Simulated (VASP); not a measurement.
# AlSi16 (a cell with a defect) in VASP: notebook

Runs on AlSi16 (a cell with a defect). Level: PBE. Tasks: single point.

All numbers are computed with VASP 6.6.1; they aren't measurements. Logs are shortened: lines on timing, memory, paths and dates and some standing lists are left out, and cuts for length are marked.

### 1 The cell of the first run

The cell holds a defect, 17 atoms: a = 7.679 Å, b = 7.679 Å, c = 7.679 Å, α = 60.00°, β = 60.00°, γ = 60.00°.

### 2 Single point, PBE, collinear spin, zero start

INCAR

```
SYSTEM = AlSi16
  PREC = Accurate
  ENCUT = 520
  EDIFF = 1E-7
  ISMEAR = 0
  SIGMA = 0.05
  LREAL = Auto
  LASPH = .TRUE.
  NELM = 150
  ALGO = Normal
  ISIF = 2
  LWAVE = .FALSE.
  LCHARG = .FALSE.
  ISPIN = 2
  MAGMOM = 0 0 0 0 0 0 0 0 0 0 0 0 0 0 0 0 0
  LORBIT = 11
  GGA = PE
  NBANDS = 52
```

KPOINTS

```
Automatic mesh
0
G
  2 2 2
  0 0 0
```

POSCAR

```
AlSi16
1.0
    0.0000000000      5.4300000000      5.4300000000
    5.4300000000      0.0000000000      5.4300000000
    5.4300000000      5.4300000000      0.0000000000
Si Al
16 1
Direct
   -0.0068789134     -0.0012512891      0.0110120626
    0.1098035912      0.1154091160      0.1496170350
    0.0106155617      0.0162730203      0.5161124309
    0.1352369245      0.1408805709      0.6407197974
   -0.0380845304      0.5113889503      0.0112327808
    0.1071025783      0.6255581952      0.1253977901
   -0.0068779926      0.5111715470      0.4985872007
    0.1098023941      0.6497780847      0.6152469613
    0.5057546041     -0.0324509208      0.0112155617
    0.6199276243      0.1127228361      0.1253939227
    0.5055292818     -0.0012511971      0.4985865562
    0.6441269797      0.1154229282      0.6152630755
    0.4747755985      0.4804004604     -0.0197630755
    0.6001127993      0.6057372928      0.1055713628
    0.5057594843      0.5113756906      0.4673830571
    0.6199291897      0.6255558932      0.6125588398
    0.3207874770      0.3264423573      0.8262755064
```

Potentials or basis: VASP PAW PBE potentials, release 64 (Si, Al).

On the command line:

```console
$ cat potpaw_PBE.64/Si/POTCAR potpaw_PBE.64/Al/POTCAR > POTCAR
$ mpirun -np 1 vasp_std > vasp.out
```

OUTCAR:

```text
SYSTEM = AlSi16
   PREC = Accurate
   ENCUT = 520
   EDIFF = 1E-7
   ISMEAR = 0
   LREAL = Auto
   LASPH = .TRUE.
   NELM = 150
   ISIF = 2
   ISPIN = 2
   LORBIT = 11
   GGA = PE

 ion  position               nearest neighbor table
   1  0.993  0.999  0.011-   2 2.33   4 2.34   6 2.34  10 2.34
   2  0.110  0.115  0.150-   3 2.32   1 2.33  17 2.45   9 2.49   5 2.49
   3  0.011  0.016  0.516-  12 2.32   8 2.32   2 2.32   4 2.34
   4  0.135  0.141  0.641-   7 2.34   1 2.34  11 2.34   3 2.34
   5  0.962  0.511  0.011-  14 2.30   6 2.35  17 2.41   2 2.49   8 2.49
   6  0.107  0.626  0.125-  13 2.32   7 2.34   1 2.34   5 2.35
   7  0.993  0.511  0.499-   8 2.33   4 2.34   6 2.34  16 2.34
   8  0.110  0.650  0.615-   3 2.32   7 2.33  17 2.45  15 2.49   5 2.49
   9  0.506  0.968  0.011-  14 2.30  10 2.35  17 2.41   2 2.49  12 2.49
  10  0.620  0.113  0.125-  13 2.32  11 2.34   1 2.34   9 2.35
  11  0.506  0.999  0.499-  12 2.33   4 2.34  10 2.34  16 2.34
  12  0.644  0.115  0.615-   3 2.32  11 2.33  17 2.45   9 2.49  15 2.49
  13  0.475  0.480  0.980-   6 2.32  10 2.32  16 2.32  14 2.36  17 2.90
  14  0.600  0.606  0.106-   5 2.30  15 2.30   9 2.30  13 2.36
  15  0.506  0.511  0.467-  14 2.30  16 2.35  17 2.41  12 2.49   8 2.49
  16  0.620  0.626  0.613-  13 2.32  11 2.34   7 2.34  15 2.35
  17  0.321  0.326  0.826-   5 2.41  15 2.41   9 2.41   8 2.45   2 2.45  12 2.45  13 2.90

  LATTYP: Found a face centered cubic cell.
 ALAT       =    10.8600000000

  Lattice vectors:

 A1 = (   0.0000000000,   5.4300000000,   5.4300000000)
 A2 = (   5.4300000000,   0.0000000000,   5.4300000000)
 A3 = (   5.4300000000,   5.4300000000,   0.0000000000)

Analysis of symmetry for initial positions (statically):
=====================================================================
 Subroutine PRICEL returns:
 Original cell was already a primitive cell.

 Routine SETGRP: Setting up the symmetry group for a
 face centered cubic supercell.

 Subroutine GETGRP returns: Found  1 space group operations
 (whereof  1 operations were pure point group operations)
 out of a pool of 48 trial point group operations.

The static configuration has the point symmetry C_1 .

Analysis of symmetry for dynamics (positions and initial velocities):
=====================================================================
 Subroutine PRICEL returns:
 Original cell was already a primitive cell.

 Routine SETGRP: Setting up the symmetry group for a
 face centered cubic supercell.

 Subroutine GETGRP returns: Found  1 space group operations
 (whereof  1 operations were pure point group operations)
 out of a pool of 48 trial point group operations.

The dynamic configuration has the point symmetry C_1 .

Analysis of structural, dynamic, and magnetic symmetry:
=====================================================================
 Subroutine PRICEL returns:
 Original cell was already a primitive cell.

 Routine SETGRP: Setting up the symmetry group for a
 face centered cubic supercell.

 Subroutine GETGRP returns: Found  1 space group operations
 (whereof  1 operations were pure point group operations)
 out of a pool of 48 trial point group operations.

The overall configuration has the point symmetry C_1 .

 Subroutine INISYM returns: Found  1 space group operations
 (whereof  1 operations are pure point group operations),
 and found     1 'primitive' translations

----------------------------------------------------------------------------------------

                                     Primitive cell

  volume of cell :     320.2060

  direct lattice vectors                    reciprocal lattice vectors
     0.000000000  5.430000000  5.430000000    -0.092081031  0.092081031  0.092081031
     5.430000000  0.000000000  5.430000000     0.092081031 -0.092081031  0.092081031
     5.430000000  5.430000000  0.000000000     0.092081031  0.092081031 -0.092081031

  length of vectors
     7.679179644  7.679179644  7.679179644     0.159489025  0.159489025  0.159489025

  position of ions in fractional coordinates (direct lattice)
     0.993121087  0.998748711  0.011012063
     0.109803591  0.115409116  0.149617035
     0.010615562  0.016273020  0.516112431
     0.135236924  0.140880571  0.640719797
     0.961915470  0.511388950  0.011232781
[... 75 lines left out ...]
   NGX,Y,Z   is equivalent  to a cutoff of  12.99, 12.99, 12.99 a.u.
   NGXF,Y,Z  is equivalent  to a cutoff of  25.98, 25.98, 25.98 a.u.
 SYSTEM =  AlSi16
   PREC   = accura    normal or accurate (medium, high low for compatibility)
   ISTART =      0    job   : 0-new  1-cont  2-samecut
   ICHARG =      2    charge: 1-file 2-atom 10-const
   ISPIN  =      2    spin polarized calculation?
   LNONCOLLINEAR =      F non collinear calculations
   LSORBIT =      F    spin-orbit coupling
   LASPH  =      T    aspherical Exc in radial PAW
   ENCUT  =  520.0 eV  38.22 Ry    6.18 a.u.  14.28 14.28 14.28*2*pi/ulx,y,z
   NELM   =    150;   NELMIN=  2; NELMDL= -5     # of ELM steps
   EDIFF  = 0.1E-06   stopping-criterion for ELM
   LREAL  =      T    real-space projection
   EDIFFG = 0.1E-05   stopping-criterion for IOM
   NSW    =      0    number of steps for IOM
   IBRION =     -1    ionic relax: 0-MD 1-quasi-New 2-CG
   NFREE  =      0    steps in history (QN), initial steepest desc. (CG)
   ISIF   =      2    stress and relaxation
   ISYM   =      2    0-nonsym 1-usesym 2-fastsym
   POTIM  = 0.5000    time-step for ionic-motion
   TEBEG  =    0.0;   TEEND  =   0.0 temperature during run
   PSTRESS=    0.0 pullay stress
   NELECT =      67.0000    total number of electrons
   NUPDOWN=      -1.0000    fix difference up-down
   EMIN   =  10.00;   EMAX   =-10.00  energy-range for DOS
   EFERMI =   0.00;   METHOD = LEGACY
   ISMEAR =     0;   SIGMA  =   0.05  broadening in eV -4-tet -1-fermi 0-gaus
   EFERMI_NEDOS =   21; number of points for ismear=-14 and -15
   IALGO  =     38    algorithm
   IMIX   =      4    mixing-type and parameters
     AMIX     =   0.40;   BMIX     =  1.00
     AMIX_MAG =   1.60;   BMIX_MAG =  1.00
  volume/ion in A,a.u.               =      18.84       127.11
  Fermi-wavevector in a.u.,A,eV,Ry     =   0.971904  1.836632 12.852022  0.944597
  Thomas-Fermi vector in A             =   2.102159
   LORBIT       =     11    0 simple, 1 ext, 2 COOP (PROOUT), +10 PAW based schemes
   GGA     = PE    functional components
   LHFCALC =     F    Hartree Fock is set to
   AEXX    =    0.0000 exact exchange contribution
   IVDW    =     0    specifies the selected vdW correction
   LEPSILON=     F    determine dielectric tensor
   LRPA    =     F    only Hartree local field effects (RPA)
 spin polarized calculation
 Gauss-broadening in eV      SIGMA  =   0.05
  energy-cutoff  :      520.00
  volume of cell :      320.21
 maximum number of plane-waves:      8646
 NGX is ok and might be reduce to    60
   NGX = 29   NGY = 29   NGZ = 29

 number of electron      67.0000000 magnetization       0.0001621

 number of electron      67.0000000 magnetization      -0.0000438

 Free energy of the ion-electron system (eV)
  ---------------------------------------------------
  ext. energy  EPLUGINS =         0.00000000
  ---------------------------------------------------
  free energy    TOTEN  =       -86.05038747 eV

  energy without entropy =      -86.03656932  energy(sigma->0) =      -86.04347839

 E-fermi :   6.9259     XC(G=0):  -9.6742

 val. band max:        6.7640778959   @ k =   0.5000   0.5000   0.0000
 cond. band min:       6.9589708268   @ k =   0.5000   0.5000   0.0000
 fundamental gap:      0.1948929308
 Fermi energy:         6.9259153543

 spin component 1

 k-point     1 :       0.0000    0.0000    0.0000
  band No.  band energies     occupation
      1      -5.9324      1.00000
      2      -3.5234      1.00000
      3      -3.4871      1.00000
      4      -3.4871      1.00000
      5      -3.4667      1.00000
      6      -2.0740      1.00000
[... 373 lines left out ...]
     44      10.3048      0.00000
     45      10.4524      0.00000
 Fermi energy:         6.9259153543

 spin component 2

 k-point     1 :       0.0000    0.0000    0.0000
  band No.  band energies     occupation
      1      -5.9324      1.00000
      2      -3.5234      1.00000
      3      -3.4871      1.00000
      4      -3.4871      1.00000
      5      -3.4667      1.00000
      6      -2.0740      1.00000
[... 373 lines left out ...]
     44      10.3048      0.00000
     45      10.4524      0.00000
 [bands above 45 left out]

------------------------ aborting loop because EDIFF is reached ----------------------------------------

  FORCE on cell =-STRESS in cart. coord.  units (eV):
  Direction    XX          YY          ZZ          XY          YZ          ZX
  --------------------------------------------------------------------------------------
  -------------------------------------------------------------------------------------
  Total       10.4547746     10.4576702     10.4570394     -1.4528894     -1.4443323     -1.4514248
  in kB       52.3113314     52.3258196     52.3226634     -7.2696525     -7.2268363     -7.2623244
  external PRESSURE =      52.3199382 kB  Pullay stress =       0.0000000 kB

 VOLUME and BASIS-vectors are now :
 -----------------------------------------------------------------------------
  energy-cutoff  :      520.00
  volume of cell :      320.21
      direct lattice vectors                 reciprocal lattice vectors
     0.000000000  5.430000000  5.430000000    -0.092081031  0.092081031  0.092081031
     5.430000000  0.000000000  5.430000000     0.092081031 -0.092081031  0.092081031
     5.430000000  5.430000000  0.000000000     0.092081031  0.092081031 -0.092081031

 POSITION                                       TOTAL-FORCE (eV/Angst)
 -----------------------------------------------------------------------------------
      5.48300      5.45244     10.81585        -0.031746     -0.030604     -0.033711
      1.43909      1.40865      1.22291        -0.046223     -0.047735      0.068476
      2.89085      2.86013      0.14601        -0.042533     -0.043158     -0.043367
      4.24409      4.21344      1.49932        -0.044378     -0.045349     -0.045471
      2.83784      5.28419      8.00004         0.004982     -0.075175     -0.075064
      4.07769      1.26248      3.97835         0.014099      0.003754      0.003219
[... 9 lines left out ...]
      6.72296      6.69241      6.76298         0.002503      0.001348      0.015816
      6.25926      6.22855      3.51446         0.441363      0.443604      0.445310
 -----------------------------------------------------------------------------------
    total drift:                               -0.024008      0.010427      0.010649

  FREE ENERGIE OF THE ION-ELECTRON SYSTEM (eV)
  ---------------------------------------------------
  free  energy   TOTEN  =       -86.0503874666 eV

  energy  without entropy=      -86.0365693194  energy(sigma->0) =      -86.04347839

 total charge

# of ion       s       p       d       tot
------------------------------------------
    1        0.744   0.952   0.000   1.696
    2        0.753   0.923   0.000   1.677
    3        0.754   0.949   0.000   1.703
    4        0.743   0.956   0.000   1.699
    5        0.761   0.922   0.000   1.683
    6        0.746   0.944   0.000   1.690
[... 9 lines left out ...]
   16        0.746   0.944   0.000   1.690
   17        0.471   0.393   0.000   0.865
--------------------------------------------------
tot         12.484  15.431   0.000  27.915

 magnetization (x)

# of ion       s       p       d       tot
------------------------------------------
    1       -0.000  -0.000   0.000  -0.000
    2       -0.000  -0.000   0.000  -0.000
    3       -0.000  -0.000   0.000  -0.000
    4       -0.000  -0.000   0.000  -0.000
    5       -0.000  -0.000   0.000  -0.000
    6       -0.000  -0.000   0.000  -0.000
[... 9 lines left out ...]
   16       -0.000  -0.000   0.000  -0.000
   17       -0.000  -0.000   0.000  -0.000
--------------------------------------------------
tot         -0.000  -0.000   0.000  -0.000
```

Wall time 5 min (1 thread of Intel Xeon 6975P-C (Granite Rapids), shared host); peak memory 0.71 GiB.

What came out:

| Quantity | Value |
| --- | --- |
| Free energy | -86.0504 eV |
| Pressure | 5.2 GPa |
| Largest force | 0.768 eV/Å |
| Net moment | 0.00 μB per cell |
| Valence electrons inside the program's atomic spheres | Si 1.70, 1.68, 1.69, 1.72 (each value once); Al 0.86 |

Forces in eV/Å, atoms in the order of the input:
```
Si  -0.032 -0.031 -0.034
Si  -0.046 -0.048  0.068
Si  -0.043 -0.043 -0.043
Si  -0.044 -0.045 -0.045
Si   0.005 -0.075 -0.075
Si   0.014  0.004  0.003
Si  -0.032 -0.034 -0.031
Si  -0.046  0.069 -0.048
Si  -0.075  0.003 -0.076
Si   0.002  0.016  0.002
Si  -0.033 -0.032 -0.032
Si   0.068 -0.047 -0.047
Si  -0.076 -0.074 -0.073
Si  -0.034 -0.032 -0.032
Si  -0.074 -0.075  0.003
Si   0.003  0.001  0.016
Al   0.441  0.444  0.445
```

Stress tensor (GPa, compression positive):
```
 5.23 -0.73 -0.73
-0.73  5.23 -0.72
-0.73 -0.72  5.23
```

Levels at points of the mesh, in eV from the Fermi level:
Spin up:
| k point | band 29 | band 30 | band 31 | band 32 | band 33 | band 34 | band 35 | band 36 | band 37 | band 38 |
| --- | --- | --- | --- | --- | --- | --- | --- | --- | --- | --- |
| (0.00, 0.00, 0.00) | -1.60 | -1.52 | -0.95 | -0.80 | -0.80 | -0.64 | -0.23 | -0.23 | 0.07 | 0.07 |
| (0.50, 0.00, 0.00) | -1.61 | -1.55 | -1.53 | -1.49 | -0.40 | 0.04 | 0.32 | 0.53 | 0.75 | 0.90 |
| (0.00, 0.50, 0.00) | -1.61 | -1.55 | -1.53 | -1.49 | -0.40 | 0.04 | 0.32 | 0.53 | 0.75 | 0.90 |
| (0.00, 0.00, 0.50) | -1.61 | -1.55 | -1.53 | -1.49 | -0.40 | 0.04 | 0.32 | 0.53 | 0.75 | 0.90 |
| (0.50, 0.50, 0.50) | -1.53 | -1.53 | -1.44 | -1.44 | -0.52 | 0.13 | 0.26 | 0.26 | 1.07 | 1.07 |
| (0.50, 0.50, 0.00) | -2.22 | -2.11 | -2.05 | -1.89 | -0.16 | 0.03 | 0.87 | 1.39 | 1.48 | 1.51 |
| (0.00, 0.50, 0.50) | -2.22 | -2.11 | -2.05 | -1.89 | -0.16 | 0.03 | 0.87 | 1.39 | 1.48 | 1.51 |
| (0.50, 0.00, 0.50) | -2.22 | -2.11 | -2.05 | -1.89 | -0.16 | 0.03 | 0.87 | 1.39 | 1.48 | 1.51 |
Spin down:
| k point | band 29 | band 30 | band 31 | band 32 | band 33 | band 34 | band 35 | band 36 | band 37 | band 38 |
| --- | --- | --- | --- | --- | --- | --- | --- | --- | --- | --- |
| (0.00, 0.00, 0.00) | -1.60 | -1.52 | -0.95 | -0.80 | -0.80 | -0.64 | -0.23 | -0.23 | 0.07 | 0.07 |
| (0.50, 0.00, 0.00) | -1.61 | -1.55 | -1.53 | -1.49 | -0.40 | 0.04 | 0.32 | 0.53 | 0.75 | 0.90 |
| (0.00, 0.50, 0.00) | -1.61 | -1.55 | -1.53 | -1.49 | -0.40 | 0.04 | 0.32 | 0.53 | 0.75 | 0.90 |
| (0.00, 0.00, 0.50) | -1.61 | -1.55 | -1.53 | -1.49 | -0.40 | 0.04 | 0.32 | 0.53 | 0.75 | 0.90 |
| (0.50, 0.50, 0.50) | -1.53 | -1.53 | -1.44 | -1.44 | -0.52 | 0.13 | 0.26 | 0.26 | 1.07 | 1.07 |
| (0.50, 0.50, 0.00) | -2.22 | -2.11 | -2.05 | -1.89 | -0.16 | 0.03 | 0.87 | 1.39 | 1.48 | 1.51 |
| (0.00, 0.50, 0.50) | -2.22 | -2.11 | -2.05 | -1.89 | -0.16 | 0.03 | 0.87 | 1.39 | 1.48 | 1.51 |
| (0.50, 0.00, 0.50) | -2.22 | -2.11 | -2.05 | -1.89 | -0.16 | 0.03 | 0.87 | 1.39 | 1.48 | 1.51 |

Caveat: the k points lie up to 0.50 Å⁻¹ apart; no moment was typed at the start, so none could form.

### 3 Single point, PBE, collinear spin, zero start

INCAR

```
SYSTEM = AlSi16
  PREC = Accurate
  ENCUT = 520
  EDIFF = 1E-6
  ISMEAR = 0
  SIGMA = 0.05
  LREAL = Auto
  LASPH = .True.
  NELM = 150
  ALGO = Normal
  ISIF = 2
  LWAVE = .False.
  LCHARG = .False.
  ISPIN = 2
  MAGMOM = 0 0 0 0 0 0 0 0 0 0 0 0 0 0 0 0 0
  LORBIT = 11
  GGA = PE
  NBANDS = 52
```

KPOINTS

```
regular mesh
0
Gamma
  2 2 2
  0 0 0
```

POSCAR

```
AlSi16
1.0
    0.0000000000      5.4300000000      5.4300000000
    5.4300000000      0.0000000000      5.4300000000
    5.4300000000      5.4300000000      0.0000000000
Si Al
16 1
Direct
   -0.0041030387     -0.0015078269      0.0030288214
    0.1163386740      0.1189329650      0.1361206262
    0.0060478821      0.0086554328      0.5083327808
    0.1297284530      0.1323297422      0.6320105893
   -0.0326018416      0.5078265193      0.0075151013
    0.1115903315      0.6243452118      0.1240253223
   -0.0041040516      0.5033469613      0.4981721915
    0.1163372928      0.6364424494      0.6186107735
    0.5052207182     -0.0300004604      0.0075067219
    0.6217498158      0.1141713628      0.1240232965
    0.5007438306     -0.0015116022      0.4981697974
    0.6338353591      0.1189320442      0.6186119705
    0.4842465930      0.4868289134     -0.0134918969
    0.6065107735      0.6091052486      0.1087765193
    0.5052296501      0.5078263352      0.4696707182
    0.6217499079      0.6243429098      0.6138497238
    0.3504113260      0.3530164825      0.8526838858
```

Potentials or basis: VASP PAW PBE potentials, release 64 (Si, Al).

On the command line:

```console
$ cat potpaw_PBE.64/Si/POTCAR potpaw_PBE.64/Al/POTCAR > POTCAR
$ mpirun -np 1 vasp_std > vasp.out
```

Run time: 4.7 min. Hardware: 1 thread of Intel Xeon 6975P-C (Granite Rapids), shared host; peak memory 0.7 GiB.

Results (log left out):

```
Free energy                                           : -86.5334 eV
Pressure                                              : 5.3 GPa
Largest force                                         : 0.472 eV/Å
Net moment                                            : 0.00 μB per cell
Valence electrons inside the program's atomic spheres : Si 1.70, 1.67, 1.71, 1.68, 1.74 (each value once); Al 0.85
```

Forces in eV/Å, atoms in the order of the input:
```
Si  -0.033 -0.035 -0.024
Si  -0.051 -0.052  0.044
Si  -0.071 -0.069 -0.070
Si  -0.068 -0.068 -0.070
Si  -0.057 -0.013 -0.012
Si   0.007  0.000  0.000
Si  -0.034 -0.023 -0.035
Si  -0.051  0.044 -0.052
Si  -0.014 -0.056 -0.014
Si   0.000  0.007  0.001
Si  -0.021 -0.034 -0.034
Si   0.044 -0.051 -0.052
Si   0.075  0.076  0.076
Si   0.014  0.018  0.018
Si  -0.014 -0.014 -0.056
Si   0.000  0.001  0.007
Al   0.273  0.272  0.272
```

Stress tensor (GPa, compression positive):
```
 5.26 -0.13 -0.13
-0.13  5.26 -0.13
-0.13 -0.13  5.26
```

Levels at points of the mesh, in eV from the Fermi level:
Spin up:
```
           k point  band 31  band 32  band 33  band 34  band 35  band 36
(0.00, 0.00, 0.00)    -0.79    -0.78    -0.78    -0.43    -0.20    -0.20
(0.50, 0.00, 0.00)    -1.48    -1.44    -0.55     0.24     0.36     0.71
(0.00, 0.50, 0.00)    -1.48    -1.44    -0.55     0.24     0.36     0.71
(0.00, 0.00, 0.50)    -1.48    -1.44    -0.55     0.24     0.36     0.71
(0.50, 0.50, 0.50)    -1.44    -1.44    -0.60     0.14     0.34     0.35
(0.50, 0.50, 0.00)    -2.04    -1.90    -0.26     0.15     0.99     1.31
(0.00, 0.50, 0.50)    -2.04    -1.90    -0.26     0.15     0.99     1.31
(0.50, 0.00, 0.50)    -2.04    -1.90    -0.26     0.15     0.99     1.31
```
Spin down:
| k point | band 31 | band 32 | band 33 | band 34 | band 35 | band 36 |
| --- | --- | --- | --- | --- | --- | --- |
| (0.00, 0.00, 0.00) | -0.79 | -0.78 | -0.78 | -0.43 | -0.20 | -0.20 |
| (0.50, 0.00, 0.00) | -1.48 | -1.44 | -0.55 | 0.24 | 0.36 | 0.71 |
| (0.00, 0.50, 0.00) | -1.48 | -1.44 | -0.55 | 0.24 | 0.36 | 0.71 |
| (0.00, 0.00, 0.50) | -1.48 | -1.44 | -0.55 | 0.24 | 0.36 | 0.71 |
| (0.50, 0.50, 0.50) | -1.44 | -1.44 | -0.60 | 0.14 | 0.34 | 0.35 |
| (0.50, 0.50, 0.00) | -2.04 | -1.90 | -0.26 | 0.15 | 0.99 | 1.31 |
| (0.00, 0.50, 0.50) | -2.04 | -1.90 | -0.26 | 0.15 | 0.99 | 1.31 |
| (0.50, 0.00, 0.50) | -2.04 | -1.90 | -0.26 | 0.15 | 0.99 | 1.31 |

Caveat: the k points lie up to 0.50 Å⁻¹ apart; no moment was typed at the start, so none could form.
